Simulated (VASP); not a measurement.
A run of VASP 6.6.1 is set up as follows.

The input INCAR:

```
PREC = Accurate
ENCUT = 600
EDIFF = 1E-6
ISMEAR = -1
SIGMA = 0.1
LREAL = F
LASPH = T
NELM = 120
ALGO = Normal
ISIF = 2
LWAVE = F
LCHARG = F
GGA = PS
NBANDS = 16
GGA_COMPAT = F
```

The input KPOINTS:

```
Automatic mesh
0
Gamma
  17 17 17
```

The input POSCAR:

```
VN
1.0
    0.0000000000      1.7556118546      1.7556118546
    1.7556118546      0.0000000000      1.7556118546
    1.7556118546      1.7556118546      0.0000000000
V N
1 1
Direct
    0.0000000000      0.0000000000      0.0000000000
    0.5000000000      0.5000000000      0.5000000000
```

Potentials or basis: VASP PAW PBE potentials, release 64 (V_sv, N).

The run is started by

```sh
$ cat potpaw_PBE.64/V_sv/POTCAR potpaw_PBE.64/N/POTCAR > POTCAR
$ mpirun -np 1 vasp_std > vasp.out
```

Task: Predict the pressure.

Result: 395.7 GPa.

Task: Estimate the band gap on the k mesh.

Result: Zero (band 9 reaches 21.86 eV, above the bottom of band 10 at 17.40 eV).

Caveat: the PAW data sets were made with another functional, which shifts forces and pressure a little; the run has no spin polarisation, though such a crystal can be magnetic.
